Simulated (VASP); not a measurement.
# Ca3Si2N (P-4m2) in VASP: a series of runs

Runs on Ca3Si2N. Level: PBE. Tasks: single point, relaxation of cell and atoms.

Everything below comes from runs of VASP 6.6.1. Logs are shortened: lines on timing, memory, paths and dates and some standing lists are left out, and cuts for length are marked.

**1. The cell of the first run**

Symmetry: P-4m2, No. 115, tetragonal system. Conventional cell: a = 3.876 Å, b = 3.876 Å, c = 8.941 Å, α = 90.00°, β = 90.00°, γ = 90.00°. Within 3.6 Å of Ca (site symmetry -4m2) lie 4 N at 2.74 Å and 4 Si at 2.97 Å. Ca (site symmetry 2mm) has 5 Si at 2.91 to 3.47 Å and 10 Ca at 3.71 to 3.88 Å and 2 N at 3.76 Å within 3.9 Å. Within 3.9 Å of Si (site symmetry 2mm) lie 7 Ca at 2.91 to 3.47 Å and 2 N at 2.97 Å and 4 Si at 3.88 Å. Within 3.6 Å of N (site symmetry -4m2) lie 4 Ca at 2.74 Å and 4 Si at 2.97 Å.

The cell was built from a structure type or drawn by symmetry, and may not be a known phase.

**2. Single point, PBE**

Contents of INCAR:

```
ALGO = Normal ; EDIFF = 1E-6
ENCUT = 520 ; GGA = PE
ISIF = 2 ; ISMEAR = 0
LASPH = True ; LCHARG = False
LREAL = False ; LWAVE = False
NBANDS = 30 ; NELM = 80
PREC = Accurate ; SIGMA = 0.1
```

Contents of KPOINTS:

```
k-points
0
Gamma
  10 10 4
```

Contents of POSCAR:

```
Ca3Si2N
1.0
    3.8755802710      0.0000000000      0.0000000000
    0.0000000000      3.8755802710      0.0000000000
    0.0000000000      0.0000000000      8.9410307109
Ca Si N
3 2 1
Direct
    0.5000000000      0.5000000000      0.0000000000
    0.0000000000      0.5000000000      0.3603047797
    0.5000000000      0.0000000000      0.6396952203
    0.0000000000      0.5000000000      0.7481796588
    0.5000000000      0.0000000000      0.2518203412
    0.0000000000      0.0000000000      0.0000000000
```

Potentials or basis: VASP PAW PBE potentials, release 64 (Ca_sv, Si, N).

Launch:

```sh
$ cat potpaw_PBE.64/Ca_sv/POTCAR potpaw_PBE.64/Si/POTCAR potpaw_PBE.64/N/POTCAR > POTCAR
$ mpirun -np 1 vasp_std > vasp.out
```

OUTCAR:

```text
EDIFF = 1E-6
   ENCUT = 520
   GGA = PE
   ISIF = 2
   ISMEAR = 0
   LASPH = True
   LREAL = False
   NELM = 80
   PREC = Accurate

 ion  position               nearest neighbor table
   1  0.500  0.500  0.000-   4 2.97   5 2.97   5 2.97   4 2.97
   2  0.000  0.500  0.360-   5 2.91   5 2.91   5 2.91   5 2.91
   3  0.500  0.000  0.640-   4 2.91   4 2.91   4 2.91   4 2.91
   4  0.000  0.500  0.748-   3 2.91   3 2.91   3 2.91   3 2.91   1 2.97   1 2.97
   5  0.500  0.000  0.252-   2 2.91   2 2.91   2 2.91   2 2.91   1 2.97   1 2.97
   6  0.000  0.000  0.000-

  LATTYP: Found a simple tetragonal cell.
 ALAT       =     3.8755802710
 C/A-ratio  =     2.3070172944

  Lattice vectors:

 A1 = (   3.8755802710,   0.0000000000,   0.0000000000)
 A2 = (   0.0000000000,   3.8755802710,   0.0000000000)
 A3 = (   0.0000000000,   0.0000000000,   8.9410307109)

Analysis of symmetry for initial positions (statically):
=====================================================================
 Subroutine PRICEL returns:
 Original cell was already a primitive cell.

 Routine SETGRP: Setting up the symmetry group for a
 simple tetragonal supercell.

 Subroutine GETGRP returns: Found  8 space group operations
 (whereof  8 operations were pure point group operations)
 out of a pool of 16 trial point group operations.

The static configuration has the point symmetry D_2d.

Analysis of symmetry for dynamics (positions and initial velocities):
=====================================================================
 Subroutine PRICEL returns:
 Original cell was already a primitive cell.

 Routine SETGRP: Setting up the symmetry group for a
 simple tetragonal supercell.

 Subroutine GETGRP returns: Found  8 space group operations
 (whereof  8 operations were pure point group operations)
 out of a pool of 16 trial point group operations.

The dynamic configuration has the point symmetry D_2d.

 Subroutine INISYM returns: Found  8 space group operations
 (whereof  8 operations are pure point group operations),
 and found     1 'primitive' translations

----------------------------------------------------------------------------------------

                                     Primitive cell

  volume of cell :     134.2954

  direct lattice vectors                    reciprocal lattice vectors
     3.875580271  0.000000000  0.000000000     0.258025877  0.000000000  0.000000000
     0.000000000  3.875580271  0.000000000     0.000000000  0.258025877  0.000000000
     0.000000000  0.000000000  8.941030711     0.000000000  0.000000000  0.111843929

  length of vectors
     3.875580271  3.875580271  8.941030711     0.258025877  0.258025877  0.111843929

  position of ions in fractional coordinates (direct lattice)
     0.500000000  0.500000000  0.000000000
     0.000000000  0.500000000  0.360304780
     0.500000000  0.000000000  0.639695220
     0.000000000  0.500000000  0.748179659
     0.500000000  0.000000000  0.251820341
     0.000000000  0.000000000  0.000000000

  ion indices of the primitive-cell ions
   primitive index   ion index
                 1           1
                 2           2
                 3           3
                 4           4
                 5           5
                 6           6

----------------------------------------------------------------------------------------

 KPOINTS: k-points

Automatic generation of k-mesh.
 Grid dimensions read from file:
 generate k-points for:   10   10    4

 Generating k-lattice:

  Cartesian coordinates                     Fractional coordinates (reciprocal lattice)
     0.025802588  0.000000000  0.000000000     0.100000000  0.000000000  0.000000000
     0.000000000  0.025802588  0.000000000     0.000000000  0.100000000  0.000000000
     0.000000000  0.000000000  0.027960982     0.000000000  0.000000000  0.250000000

  Length of vectors
     0.025802588  0.025802588  0.027960982

  Shift w.r.t. Gamma in fractional coordinates (k-lattice)
     0.000000000  0.000000000  0.000000000

 Subroutine IBZKPT returns following result:
[... 47 lines left out ...]

 E-fermi :   3.7841     XC(G=0):  -9.3544

 val. band max:        3.7734401271   @ k =   0.1000   0.0000   0.0000
 cond. band min:       3.7939355286   @ k =   0.5000   0.3000   0.2500
 fundamental gap:      0.0204954014
 Fermi energy:         3.7840815119

 k-point     1 :       0.0000    0.0000    0.0000
  band No.  band energies     occupation
      1     -36.8615      2.00000
      2     -36.8414      2.00000
      3     -36.1117      2.00000
      4     -18.0025      2.00000
      5     -17.9058      2.00000
      6     -17.8865      2.00000
[... 22 lines left out ...]
     29       7.2538      0.00000
     30       7.2543      0.00000

 k-point     2 :       0.1000    0.0000    0.0000
  band No.  band energies     occupation
      1     -36.8604      2.00000
      2     -36.8413      2.00000
      3     -36.1111      2.00000
      4     -18.0004      2.00000
      5     -17.9220      2.00000
      6     -17.8840      2.00000
[... 22 lines left out ...]
     29       7.0596      0.00000
     30       7.1600      0.00000

 k-point     3 :       0.2000    0.0000    0.0000
  band No.  band energies     occupation
      1     -36.8574      2.00000
      2     -36.8412      2.00000
      3     -36.1096      2.00000
      4     -17.9961      2.00000
      5     -17.9526      2.00000
      6     -17.8781      2.00000
[... 22 lines left out ...]
     29       6.9504      0.00000
     30       7.1919      0.00000

 k-point     4 :       0.3000    0.0000    0.0000
  band No.  band energies     occupation
      1     -36.8533      2.00000
      2     -36.8415      2.00000
      3     -36.1077      2.00000
      4     -17.9964      2.00000
      5     -17.9845      2.00000
      6     -17.8948      2.00000
[... 616 lines left out ...]
     29       7.2513      0.00000
     30       7.2514      0.00000

 k-point    23 :       0.1000    0.0000    0.2500
  band No.  band energies     occupation
      1     -36.8604      2.00000
      2     -36.8414      2.00000
      3     -36.1111      2.00000
      4     -18.0029      2.00000
      5     -17.9197      2.00000
      6     -17.8839      2.00000
[... 22 lines left out ...]
     29       7.0207      0.00000
     30       7.1561      0.00000

 k-point    24 :       0.2000    0.0000    0.2500
  band No.  band energies     occupation
      1     -36.8574      2.00000
      2     -36.8412      2.00000
      3     -36.1096      2.00000
      4     -17.9979      2.00000
      5     -17.9507      2.00000
      6     -17.8773      2.00000
[... 22 lines left out ...]
     29       6.8750      0.00000
     30       7.2296      0.00000

 [... further k-points ...]

------------------------ aborting loop because EDIFF is reached ----------------------------------------

  FORCE on cell =-STRESS in cart. coord.  units (eV):
  Direction    XX          YY          ZZ          XY          YZ          ZX
  --------------------------------------------------------------------------------------
  -------------------------------------------------------------------------------------
  Total        0.1039118      0.1039118      0.0709544      0.0000000      0.0000000      0.0000000
  in kB        1.2396936      1.2396936      0.8465034      0.0000000      0.0000000      0.0000000
  external PRESSURE =       1.1086302 kB  Pullay stress =       0.0000000 kB

 VOLUME and BASIS-vectors are now :
 -----------------------------------------------------------------------------
  energy-cutoff  :      520.00
  volume of cell :      134.30
      direct lattice vectors                 reciprocal lattice vectors
     3.875580271  0.000000000  0.000000000     0.258025877  0.000000000  0.000000000
     0.000000000  3.875580271  0.000000000     0.000000000  0.258025877  0.000000000
     0.000000000  0.000000000  8.941030711     0.000000000  0.000000000  0.111843929

 POSITION                                       TOTAL-FORCE (eV/Angst)
 -----------------------------------------------------------------------------------
      1.93779      1.93779      0.00000         0.000000     -0.000000      0.000000
      0.00000      1.93779      3.22150         0.000000      0.000000      0.005706
      1.93779      0.00000      5.71953        -0.000000      0.000000     -0.005706
      0.00000      1.93779      6.68950         0.000000      0.000000      0.000794
      1.93779      0.00000      2.25153         0.000000      0.000000     -0.000794
      0.00000      0.00000      0.00000         0.000000      0.000000      0.000000
 -----------------------------------------------------------------------------------
    total drift:                                0.000000      0.000000      0.000000

  FREE ENERGIE OF THE ION-ELECTRON SYSTEM (eV)
  ---------------------------------------------------
  free  energy   TOTEN  =       -23.7241675168 eV

  energy  without entropy=      -23.6982320656  energy(sigma->0) =      -23.71119979
```

It took 3 min on 1 thread of AMD EPYC 7R13 (Zen 3), shared host; peak memory 0.35 GiB.

Results:

- Free energy: -23.7242 eV
- Pressure: 0.1 GPa
- Largest force: 0.006 eV/Å
- Band gap on the k mesh: zero (an odd number of electrons rules out a gap without spin polarisation)

Forces on the atoms (eV/Å):
```
Ca   0.000  0.000  0.000
Ca   0.000  0.000  0.006
Ca   0.000  0.000 -0.006
Si   0.000  0.000  0.001
Si   0.000  0.000 -0.001
N    0.000  0.000  0.000
```

**3. Relaxation of cell and atoms, PBE**

This run uses another cell than the first one, of 18.45 Å³/atom.

Contents of INCAR:

```
ALGO = Normal ; EDIFF = 1E-7
EDIFFG = -0.04 ; ENCUT = 600
GGA = PE ; IBRION = 2
ISIF = 3 ; ISMEAR = 0
LASPH = True ; LCHARG = False
LREAL = False ; LWAVE = False
NELM = 100 ; NSW = 90
PREC = Accurate ; SIGMA = 0.1
```

Contents of KPOINTS:

```
k-points
0
Gamma
  6 6 2
```

Contents of POSCAR:

```
Ca3Si2N
1.0
    3.6899920100      0.0000000000      0.0000000000
    0.0000000000      3.6899920100      0.0000000000
    0.0000000000      0.0000000000      8.1291280400
Ca Si N
3 2 1
Direct
    0.5000000000      0.5000000000      0.0000000000
    0.0000000000      0.5000000000      0.3786259900
    0.5000000000      0.0000000000      0.6213740100
    0.0000000000      0.5000000000      0.7376120100
    0.5000000000      0.0000000000      0.2623879900
    0.0000000000      0.0000000000      0.0000000000
```

Potentials or basis: VASP PAW PBE potentials, release 64 (Ca_sv, Si, N).

Launch:

```sh
$ cat potpaw_PBE.64/Ca_sv/POTCAR potpaw_PBE.64/Si/POTCAR potpaw_PBE.64/N/POTCAR > POTCAR
$ mpirun -np 1 vasp_std > vasp.out
```

Run time: 6.9 min. Hardware: 1 thread of AMD EPYC 7R13 (Zen 3), shared host; peak memory 0.25 GiB.

Results (log left out):

* Free energy: -23.7077 eV
* Relaxed volume: 22.40 Å³/atom
* Relaxed cell: a = 3.917 Å, b = 3.917 Å, c = 8.759 Å, α = 90.00°, β = 90.00°, γ = 90.00°
* Space group after relaxing (to 0.1 Å): P-4m2 (No. 115)
* Energy gained by relaxing: 154.5 meV/atom
* Ionic steps: 10
* Pressure after relaxing: 0.1 GPa
* Largest force after relaxing: 0.009 eV/Å
* Band gap on the k mesh: zero (an odd number of electrons rules out a gap without spin polarisation)

Forces in eV/Å, atoms in the order of the input:
```
Ca   0.000  0.000  0.000
Ca   0.000  0.000  0.009
Ca   0.000  0.000 -0.009
Si   0.000  0.000 -0.001
Si   0.000  0.000  0.001
N    0.000  0.000  0.000
```

Stress tensor (GPa, compression positive):
```
0.07 0.00 0.00
0.00 0.07 0.00
0.00 0.00 0.22
```

The path:
```tsv
step	energy change (eV)	largest force (eV/Å)	pressure (GPa)	volume (Å³)
1	0.0000	0.6079	13.01	110.69
2	-0.8411	0.5640	-0.97	136.46
3	-0.8462	0.5670	-0.17	134.11
4	-0.8461	0.5663	-0.34	134.61
5	-0.8765	0.4352	-0.26	134.53
6	-0.9190	0.1391	0.13	134.27
7	-0.9193	0.1470	0.18	134.25
8	-0.9247	0.0817	-0.11	135.03
9	-0.9257	0.0379	-0.30	135.56
10	-0.9267	0.0089	0.12	134.40
```

Final structure:
```xyz
6
Lattice="3.9172 0.0000 0.0000 0.0000 3.9172 0.0000 0.0000 0.0000 8.7589" Properties=species:S:1:pos:R:3 pbc="T T T"
Ca    1.9586    1.9586    8.7589
Ca    3.9172    1.9586    3.1458
Ca    1.9586    0.0000    5.6130
Si    0.0000    1.9586    6.5286
Si    1.9586    3.9172    2.2302
N     3.9172    3.9172    8.7589
```

Levels at points of the mesh, in eV from the Fermi level:
```
           k point  band 19  band 20  band 21  band 22  band 23  band 24  band 25
(0.00, 0.00, 0.00)    -1.04     0.61     0.61     0.67     0.84     1.59     1.59
(0.50, 0.00, 0.00)    -1.46    -0.83    -0.08    -0.04     0.17     0.56     2.09
(0.50, 0.50, 0.00)    -1.99    -1.50    -1.17    -0.07    -0.07     0.79     1.00
(0.00, 0.00, 0.50)    -1.05    -0.03     0.70     0.70     1.05     1.48     1.48
(0.50, 0.00, 0.50)    -1.76    -1.46    -0.22     0.19     0.59     0.77     2.27
(0.50, 0.50, 0.50)    -2.02    -1.54    -1.07     0.24     0.32     0.32     1.13
```

Caveat: the k points lie up to 0.36 Å⁻¹ apart in the final cell, too coarse for converged energies and pressures of a metal; the volume moved by over 15 % at a fixed basis, so the end points are rough.

**4. Relaxation of cell and atoms, PBE**

Contents of INCAR:

```
SYSTEM = Ca3Si2N
PREC     = Accurate       ! precision mode
ENCUT    = 600            ! plane-wave cutoff, eV
EDIFF    = 1E-6           ! SCF threshold, eV
ISMEAR   = 0              ! smearing method
SIGMA    = 0.1            ! smearing width, eV
LREAL    = .False.        ! projectors in reciprocal space
LASPH    = .True.         ! aspherical terms in the spheres
NELM     = 80             ! most SCF steps
ALGO     = Normal         ! electronic algorithm
ISIF     = 3              ! what is computed and relaxed
LWAVE    = .False.        ! write WAVECAR
LCHARG   = .False.        ! write CHGCAR
GGA      = PE             ! functional
IBRION   = 2              ! ionic algorithm
NSW      = 100            ! ionic steps
EDIFFG   = -0.01          ! ionic threshold
```

Contents of KPOINTS:

```
Automatic mesh
0
Gamma
  10 10 4
  0 0 0
```

Contents of POSCAR:

```
Ca3Si2N
1.0
    3.9131911464      0.0000000000      0.0000000000
    0.0000000000      3.9131911464      0.0000000000
    0.0000000000      0.0000000000      8.7775440187
Ca Si N
3 2 1
Direct
    0.5000000000      0.5000000000      0.0000000000
    0.0000000000      0.5000000000      0.3594793970
    0.5000000000      0.0000000000      0.6405206030
    0.0000000000      0.5000000000      0.7456779885
    0.5000000000      0.0000000000      0.2543220115
    0.0000000000      0.0000000000      0.0000000000
```

Launch:

```sh
$ cat potpaw_PBE.64/Ca_sv/POTCAR potpaw_PBE.64/Si/POTCAR potpaw_PBE.64/N/POTCAR > POTCAR
$ mpirun -np 1 vasp_std > vasp.out
```

Wall time 17 min (1 thread of AMD EPYC 7R13 (Zen 3), shared host); peak memory 0.41 GiB.

Results (log left out):

| Quantity | Value |
| --- | --- |
| Free energy | -23.7264 eV |
| Relaxed volume | 22.40 Å³/atom |
| Relaxed cell | a = 3.882 Å, b = 3.882 Å, c = 8.919 Å, α = 90.00°, β = 90.00°, γ = 90.00° |
| Space group after relaxing (to 0.1 Å) | P-4m2 (No. 115) |
| Energy gained by relaxing | 0.4 meV/atom |
| Ionic steps | 11 |
| Pressure after relaxing | 0.0 GPa |
| Largest force after relaxing | 0.006 eV/Å |
| Band gap on the k mesh | zero (an odd number of electrons rules out a gap without spin polarisation) |

Forces in eV/Å, atoms in the order of the input:
```
Ca   0.000  0.000  0.000
Ca   0.000  0.000 -0.006
Ca   0.000  0.000  0.006
Si   0.000  0.000  0.005
Si   0.000  0.000 -0.005
N    0.000  0.000  0.000
```

The path:
```
step  energy change (eV)  largest force (eV/Å)  pressure (GPa)  volume (Å³)
   1              0.0000                0.0318           -0.03       134.41
   2             -0.0007                0.0150            0.02       134.33
   3             -0.0011                0.0163            0.12       134.17
   4             -0.0014                0.0225           -0.01       134.56
   5             -0.0014                0.0235           -0.03       134.62
   6             -0.0015                0.0217           -0.04       134.61
   7             -0.0018                0.0160           -0.03       134.59
   8             -0.0021                0.0119           -0.01       134.55
   9             -0.0021                0.0139           -0.02       134.54
  10             -0.0021                0.0067            0.08       134.35
  11             -0.0022                0.0062            0.04       134.43
```

Final structure:
```
Ca Si N
1.0
     3.88219    0.00000    0.00000
     0.00000    3.88219    0.00000
     0.00000    0.00000    8.91939
Ca Si N
3 2 1
Direct
  0.50000 0.50000 0.00000
  0.00000 0.50000 0.36047
  0.50000 0.00000 0.63953
  0.00000 0.50000 0.74738
  0.50000 0.00000 0.25262
  0.00000 0.00000 0.00000
```

Levels at points of the mesh, in eV from the Fermi level:
```
           k point  band 17  band 18  band 19  band 20  band 21  band 22  band 23  band 24  band 25
(0.00, 0.00, 0.00)    -2.20    -1.00    -1.00     0.63     0.63     0.64     0.79     1.56     1.56
(0.50, 0.00, 0.00)    -3.08    -2.52    -1.44    -0.92    -0.16    -0.11     0.21     0.57     1.95
(0.50, 0.50, 0.00)    -2.09    -2.00    -2.00    -1.60    -1.23    -0.11    -0.11     0.67     0.97
(0.00, 0.00, 0.50)    -1.23    -1.01    -1.01    -0.07     0.72     0.72     0.98     1.44     1.44
(0.50, 0.00, 0.50)    -2.90    -2.09    -1.80    -1.45    -0.32     0.22     0.60     0.72     2.13
(0.50, 0.50, 0.50)    -2.10    -2.09    -2.09    -1.62    -1.18     0.24     0.24     0.25     1.07
```

**5. The runs side by side**

| task | cell | k mesh | cutoff (eV) | gap on the mesh (eV) | pressure (GPa) | relaxed volume (Å³/atom) | largest force (eV/Å) |
| --- | --- | --- | --- | --- | --- | --- | --- |
| single point | a = 3.876, b = 3.876, c = 8.941 Å, 6 atoms, atomic positions A | 10 × 10 × 4 | 520 | none | 0.1 | - | 0.01 |
| relaxation of cell and atoms | relaxed from a = 3.690, b = 3.690, c = 8.129 Å, 6 atoms, atomic positions B | 6 × 6 × 2 | 600 | none | 0.1 | 22.40 | 0.01 |
| relaxation of cell and atoms | relaxed from a = 3.913, b = 3.913, c = 8.778 Å, 6 atoms, atomic positions C | 10 × 10 × 4 | 600 | none | 0.0 | 22.40 | 0.01 |

Alike in all rows: level PBE; potentials or basis VASP PAW PBE potentials, release 64 (Ca_sv, Si, N); no spin polarisation; smearing gaussian 0.1 eV.

Caveats: some runs use coarse meshes; the volume moved by over 15 % at a fixed basis, so the end points are rough (at least some runs).

Total energies depend on the potentials used, so only differences within one code and one set of settings carry meaning.
